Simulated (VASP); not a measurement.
Al3BN2: relaxation of cell and atoms with PBE

Al3BN2:

```
Al B N
1.0
     3.25985   -2.40283    0.00000
     3.25985    2.40283    0.00000
    -2.86164    0.00000    4.56860
Al B N
3 1 2
Direct
  0.92050 0.92050 0.14366
  0.07950 0.07950 0.85634
  0.50000 0.50000 0.50000
  0.50000 0.50000 0.00000
  0.27201 0.27201 0.67840
  0.72799 0.72799 0.32160
```

The cell was built from a structure type or drawn by symmetry, and may not be a known phase.

| Property | Result |
| --- | --- |
| Program | VASP 6.6.1 |
| Task | relaxation of cell and atoms |
| Functional | PBE |
| Potentials or basis | VASP PAW PBE potentials, release 64 (Al, B, N) |
| Cutoff | 600 eV |
| k mesh | 3 × 3 × 3 |
| Occupations | gaussian, width 0.15 eV |
| Spin | no spin polarisation |
| Dipole correction | no |
| Further INCAR settings | ALGO = Normal; EDIFF = 1e-07; IBRION = 2; EDIFFG = -0.08; NSW = 36; ISIF = 3 |

- Relaxed volume: 13.70 Å³/atom
- Relaxed cell: a = 4.737 Å, b = 4.737 Å, c = 5.385 Å, α = 123.99°, β = 123.99°, γ = 77.70°
- Space group after relaxing (to 0.1 Å): C2/m (No. 12)
- Energy gained by relaxing: 440.4 meV/atom
- Ionic steps: 20
- Pressure after relaxing: 0.5 GPa
- Largest force after relaxing: 0.076 eV/Å
- Band gap on the k mesh: zero (bands 11 and 12 overlap by 0.65 eV)

Forces in eV/Å, atoms in the order of the input:
```
Al   0.066  0.000 -0.037
Al  -0.066  0.000  0.037
Al   0.000  0.000  0.000
B    0.000  0.000  0.000
N   -0.008  0.000  0.045
N    0.008  0.000 -0.045
```

Stress tensor (GPa, compression positive):
```
 0.51  0.00 -0.23
 0.00  0.09  0.00
-0.23  0.00  0.82
```

The path:
| step | energy change (eV) | largest force (eV/Å) | pressure (GPa) | volume (Å³) |
| --- | --- | --- | --- | --- |
| 1 | 0.0000 | 3.0674 | -5.04 | 71.57 |
| 2 | -0.9071 | 2.5080 | 12.24 | 67.54 |
| 3 | -0.9319 | 1.8628 | 8.79 | 68.09 |
| 4 | -1.6959 | 2.8356 | 7.04 | 71.05 |
| 5 | -1.7539 | 3.6708 | 8.07 | 72.02 |
| 6 | -2.0669 | 1.5185 | -6.27 | 78.08 |
| 7 | -2.1286 | 0.7572 | -3.04 | 76.20 |
| 8 | -2.2803 | 0.8022 | -0.91 | 75.81 |
| 9 | -2.3402 | 0.9991 | 2.36 | 75.36 |
| 10 | -2.4538 | 0.6548 | 3.68 | 76.52 |
| 11 | -2.4771 | 0.5274 | 4.88 | 77.28 |
| 12 | -2.5517 | 0.6401 | -1.21 | 80.69 |
| 13 | -2.5526 | 0.6068 | -0.64 | 80.34 |
| 14 | -2.5793 | 0.4586 | -0.48 | 80.76 |
| 15 | -2.6029 | 0.8426 | -0.12 | 81.64 |
| 16 | -2.6205 | 0.5373 | -0.30 | 81.88 |
| 17 | -2.6334 | 0.2004 | -0.57 | 82.29 |
| 18 | -2.6375 | 0.1630 | -0.03 | 82.15 |
| 19 | -2.6398 | 0.1412 | 0.74 | 81.97 |
| 20 | -2.6424 | 0.0755 | 0.47 | 82.19 |

Final structure:
```xyz
6
Lattice="3.6792 -2.9713 -0.2688 3.6792 2.9713 -0.2688 -3.5820 0.0000 4.0209" Properties=species:S:1:pos:R:3 pbc="T T T"
Al    6.2069    0.0000    0.2557
Al   -2.4305    0.0000    3.2275
Al    1.8882    0.0000    1.7416
B     3.6792    0.0000   -0.2688
N    -0.5529    0.0000    2.5640
N     4.3293    0.0000    0.9193
```

Levels at points of the mesh, in eV from the Fermi level:
```csv
k point,band 9,band 10,band 11,band 12,band 13,band 14
"(0.00, 0.00, 0.00)",-3.78,-1.41,-0.76,-0.27,-0.13,0.83
```

Wall time 110 s on 1 thread of Intel(R) Xeon(R) 6975P-C (Granite Rapids), with other jobs on the host, peak memory 0.21 GiB.

Caveat: the k points lie up to 0.54 Å⁻¹ apart in the final cell, too coarse for converged energies and pressures of a metal; semilocal functionals underestimate gaps, so a narrow gap can read as zero; a cell axis changed by over 15 % at a fixed basis, so the end point is rough; the relaxation stopped at a loose force limit of 0.08 eV/Å, so its end isn't a converged minimum.
